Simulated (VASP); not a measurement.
# Os: single point with LDA

Os:

```
Os
1.0
     0.00000    1.91706    1.91706
     1.91706    0.00000    1.91706
     1.91706    1.91706    0.00000
Os
1
Direct
  0.00000 0.00000 0.00000
```

```yaml
Program: VASP 6.6.1
Task: single point
Functional: LDA
Potentials_or_basis: VASP PAW LDA potentials, release 64 (Os)
Cutoff: 520 eV
k_mesh: 13 × 13 × 13
Occupations: fermi-dirac, width 0.05 eV
Spin: no spin polarisation
```

```yaml
Pressure: -9.3 GPa
Band_gap_on_the_k_mesh: zero (band 4 reaches 11.51 eV, above the bottom of band 5 at 7.94 eV)
```

Levels at points of the mesh, in eV from the Fermi level:
```
           k point  band 1  band 2  band 3  band 4  band 5  band 6  band 7  band 8
(0.00, 0.00, 0.00)  -10.77   -3.08   -3.08   -3.08   -0.04   -0.04   14.24   19.98
```

Wall time 13 s on 1 thread of Intel(R) Xeon(R) Platinum 8259CL CPU @ 2.50GHz (Skylake/Cascade Lake) (shared host), peak memory 0.12 GiB.

Caveat: spin-orbit coupling is left out, which moves the levels of the heavy elements.
